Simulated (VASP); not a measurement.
# InP (Fm-3m) in VASP: a series of runs

The runs below take InP through single point, with PBEsol.

Everything below comes from runs of VASP 6.6.1. Logs are shortened: lines on timing, memory, paths and dates and some standing lists are left out, and cuts for length are marked.

## Step 1: The cell of the first run

The structure is cubic, space group Fm-3m (No. 225). The conventional cell has a = 5.459 Å, b = 5.459 Å, c = 5.459 Å, α = 90.00°, β = 90.00°, γ = 90.00°. Within 3.6 Å of In (site symmetry m-3m) lie 6 P at 2.73 Å. Within 3.6 Å of P (site symmetry m-3m) lie 6 In at 2.73 Å.

## Step 2: Single point, PBEsol

The input, INCAR:

```
ALGO = Normal
EDIFF = 1E-6
ENCUT = 520
GGA = PS
ISIF = 2
ISMEAR = 0
ISYM = 0
LASPH = True
LCHARG = True
LELF = True
LREAL = False
LVHAR = True
LWAVE = False
NBANDS = 16
NELM = 60
PREC = Accurate
SIGMA = 0.1
```

The input, KPOINTS:

```
k-points
0
Gamma
  9 7 18
```

The input, POSCAR:

```
InP
1.0
    3.8601906154      0.0000000000      0.0000000000
    0.0000000000      5.4591339217      0.0000000000
    1.9300953077      2.7295669609      1.9300953077
In P
1 1
Direct
    0.0000000000      0.0000000000      0.0000000000
    0.0000000000      0.5000000000      0.0000000000
```

Potentials or basis: VASP PAW PBE potentials, release 64 (In_d, P).

On the command line:

```bash
> cat potpaw_PBE.64/In_d/POTCAR potpaw_PBE.64/P/POTCAR > POTCAR
> mpirun -np 1 vasp_std > vasp.out
```

OUTCAR:

```text
EDIFF = 1E-6
   ENCUT = 520
   GGA = PS
   ISIF = 2
   ISMEAR = 0
   ISYM = 0
   LASPH = True
   LREAL = False
   NELM = 60
   PREC = Accurate

 ion  position               nearest neighbor table
   1  0.000  0.000  0.000-   2 2.73   2 2.73   2 2.73   2 2.73   2 2.73   2 2.73
   2  0.000  0.500  0.000-   1 2.73   1 2.73   1 2.73   1 2.73   1 2.73   1 2.73

IMPORTANT INFORMATION: All symmetrisations will be switched off!
NOSYMM: (Re-)initialisation of all symmetry stuff for point group C_1.

----------------------------------------------------------------------------------------

                                     Primitive cell

  volume of cell :      40.6735

  direct lattice vectors                    reciprocal lattice vectors
     3.860190615  0.000000000  0.000000000     0.259054565  0.000000000 -0.259054565
     0.000000000  5.459133922  0.000000000     0.000000000  0.183179239 -0.259054565
     1.930095308  2.729566961  1.930095308     0.000000000  0.000000000  0.518109130

  length of vectors
     3.860190615  5.459133922  3.860190615     0.366358479  0.317275750  0.518109130

  position of ions in fractional coordinates (direct lattice)
     0.000000000  0.000000000  0.000000000
     0.000000000  0.500000000  0.000000000

  ion indices of the primitive-cell ions
   primitive index   ion index
                 1           1
                 2           2

----------------------------------------------------------------------------------------

 KPOINTS: k-points

Automatic generation of k-mesh.
 Grid dimensions read from file:
 generate k-points for:    9    7   18

 Generating k-lattice:

  Cartesian coordinates                     Fractional coordinates (reciprocal lattice)
     0.028783841  0.000000000 -0.028783841     0.111111111  0.000000000  0.000000000
     0.000000000  0.026168463 -0.037007795     0.000000000  0.142857143 -0.000000000
     0.000000000  0.000000000  0.028783841     0.000000000  0.000000000  0.055555556

  Length of vectors
     0.040706498  0.045325107  0.028783841

  Shift w.r.t. Gamma in fractional coordinates (k-lattice)
     0.000000000  0.000000000  0.000000000

 -----------------------------------------------------------------------------
|                                                                             |
|           W    W    AA    RRRRR   N    N  II  N    N   GGGG   !!!           |
|           W    W   A  A   R    R  NN   N  II  NN   N  G    G  !!!           |
|           W    W  A    A  R    R  N N  N  II  N N  N  G       !!!           |
|           W WW W  AAAAAA  RRRRR   N  N N  II  N  N N  G  GGG   !            |
|           WW  WW  A    A  R   R   N   NN  II  N   NN  G    G                |
|           W    W  A    A  R    R  N    N  II  N    N   GGGG   !!!           |
|                                                                             |
[... 66 lines left out ...]
   NSW    =      0    number of steps for IOM
   IBRION =     -1    ionic relax: 0-MD 1-quasi-New 2-CG
   NFREE  =      0    steps in history (QN), initial steepest desc. (CG)
   ISIF   =      2    stress and relaxation
   ISYM   =      0    0-nonsym 1-usesym 2-fastsym
   POTIM  = 0.5000    time-step for ionic-motion
   TEBEG  =    0.0;   TEEND  =   0.0 temperature during run
   PSTRESS=    0.0 pullay stress
   NELECT =      18.0000    total number of electrons
   NUPDOWN=      -1.0000    fix difference up-down
   EMIN   =  10.00;   EMAX   =-10.00  energy-range for DOS
   EFERMI =   0.00;   METHOD = LEGACY
   ISMEAR =     0;   SIGMA  =   0.10  broadening in eV -4-tet -1-fermi 0-gaus
   EFERMI_NEDOS =   21; number of points for ismear=-14 and -15
   IALGO  =     38    algorithm
   IMIX   =      4    mixing-type and parameters
     AMIX     =   0.40;   BMIX     =  1.00
     AMIX_MAG =   1.60;   BMIX_MAG =  1.00
  volume/ion in A,a.u.               =      20.34       137.24
  Fermi-wavevector in a.u.,A,eV,Ry     =   1.247561  2.357549 21.176235  1.556409
  Thomas-Fermi vector in A             =   2.381688
   LORBIT       =      0    0 simple, 1 ext, 2 COOP (PROOUT), +10 PAW based schemes
   GGA     = PS    functional components
   LHFCALC =     F    Hartree Fock is set to
   AEXX    =    0.0000 exact exchange contribution
   IVDW    =     0    specifies the selected vdW correction
   LEPSILON=     F    determine dielectric tensor
   LRPA    =     F    only Hartree local field effects (RPA)
 non-spin polarized calculation
 Gauss-broadening in eV      SIGMA  =   0.10
  energy-cutoff  :      520.00
  volume of cell :       40.67
 maximum number of plane-waves:      1113
 NGX is ok and might be reduce to    30

 number of electron      18.0000000 magnetization

 Free energy of the ion-electron system (eV)
  ---------------------------------------------------
  ext. energy  EPLUGINS =         0.00000000
  ---------------------------------------------------
  free energy    TOTEN  =        -8.80237985 eV

  energy without entropy =       -8.79804109  energy(sigma->0) =       -8.80021047

 E-fermi :   7.5063     XC(G=0): -10.7498

 val. band max:        7.5056560700   @ k =   0.1111   0.2857   0.0556
 cond. band min:       7.5096437984   @ k =   0.0000  -0.4286   0.0556
 fundamental gap:      0.0039877284
 Fermi energy:         7.5062684792

 k-point     1 :       0.0000    0.0000    0.0000
  band No.  band energies     occupation
      1      -6.7324      2.00000
      2      -6.7317      2.00000
      3      -6.7080      2.00000
      4      -6.7078      2.00000
      5      -6.7072      2.00000
      6      -4.8927      2.00000
[... 433 lines left out ...]
      3      -6.7241      2.00000
      4      -6.6154      2.00000
      5      -6.6154      2.00000
      6      -2.8681      2.00000
[... 8 lines left out ...]
     15      18.3802      0.00000
     16      18.3828      0.00000

 [... further k-points ...]
[... 5 lines left out ...]
  --------------------------------------------------------------------------------------
  -------------------------------------------------------------------------------------
  Total        0.0020945     -0.0851926      0.0492928      0.0000014      0.0201645      0.0000013
  in kB        0.0825032     -3.3558402      1.9417038      0.0000561      0.7943044      0.0000494
  external PRESSURE =      -0.4438778 kB  Pullay stress =       0.0000000 kB

 VOLUME and BASIS-vectors are now :
 -----------------------------------------------------------------------------
  energy-cutoff  :      520.00
  volume of cell :       40.67
      direct lattice vectors                 reciprocal lattice vectors
     3.860190615  0.000000000  0.000000000     0.259054565  0.000000000 -0.259054565
     0.000000000  5.459133922  0.000000000     0.000000000  0.183179239 -0.259054565
     1.930095308  2.729566961  1.930095308     0.000000000  0.000000000  0.518109130

 POSITION                                       TOTAL-FORCE (eV/Angst)
 -----------------------------------------------------------------------------------
      0.00000      0.00000      0.00000        -0.000001      0.000000      0.000000
      0.00000      2.72957      0.00000         0.000001     -0.000000     -0.000000
 -----------------------------------------------------------------------------------
    total drift:                               -0.000002      0.000000     -0.000001

  FREE ENERGIE OF THE ION-ELECTRON SYSTEM (eV)
  ---------------------------------------------------
  free  energy   TOTEN  =        -8.8023798450 eV

  energy  without entropy=       -8.7980410865  energy(sigma->0) =       -8.80021047
```

It took 13 min on 1 thread of Intel Xeon 8259CL, shared host; peak memory 0.48 GiB.

Results:

```yaml
Free_energy: -8.8024 eV
Pressure: 0.0 GPa
Band_gap_on_the_k_mesh: zero (bands 9 and 10 overlap by 2.83 eV)
```

Caveat: the PAW data sets were made with another functional, which shifts forces and pressure a little; spin-orbit coupling is left out, which moves the levels of the heavy elements.

## Step 3: Single point, PBEsol

This run uses another cell than the first one: it holds 4 atoms, not 2.

The input, INCAR:

```
SYSTEM = InP
ALGO = Fast
EDIFF = 1E-7
ENCUT = 520
GGA = PS
ISIF = 2
ISMEAR = 0
ISYM = 0
LASPH = .True.
LCHARG = .False.
LREAL = .False.
LWAVE = .False.
NBANDS = 26
NELM = 100
PREC = Accurate
SIGMA = 0.1
```

The input, KPOINTS:

```
k-points
0
Gamma
  7 7 13
  0 0 0
```

The input, POSCAR:

```
InP
1.0
    5.4591339220      0.0000000000      0.0000000000
    0.0000000000      5.4591339220      0.0000000000
   -2.7295669610      0.0000000000      2.7295669610
In P
2 2
Direct
    0.0000000000      0.0000000000      0.0000000000
    0.5000000000      0.5000000000      0.0000000000
    0.0000000000      0.5000000000      0.0000000000
    0.5000000000      0.0000000000      0.0000000000
```

Potentials or basis: VASP PAW PBE potentials, release 64 (In_d, P).

On the command line:

```bash
> cat potpaw_PBE.64/In_d/POTCAR potpaw_PBE.64/P/POTCAR > POTCAR
> mpirun -np 1 vasp_std > vasp.out
```

It took 22 min on 1 thread of Oxide Virtual Turin-like, shared host; peak memory 0.61 GiB.

It converged, with:

* Free energy: -17.6047 eV
* Pressure: -0.1 GPa
* Band gap on the k mesh: zero (bands 18 and 19 overlap by 2.71 eV)

Levels at points of the mesh, in eV from the Fermi level:
```tsv
k point	band 14	band 15	band 16	band 17	band 18	band 19	band 20	band 21	band 22	band 23
(0.00, 0.00, 0.00)	-2.56	-2.53	-2.53	-0.34	-0.34	-0.34	0.79	3.63	7.03	7.03
```

Caveat: the PAW data sets were made with another functional, which shifts forces and pressure a little; spin-orbit coupling is left out, which moves the levels of the heavy elements.

The gap in the log of VASP goes by the Fermi energy; the results here count the filled bands.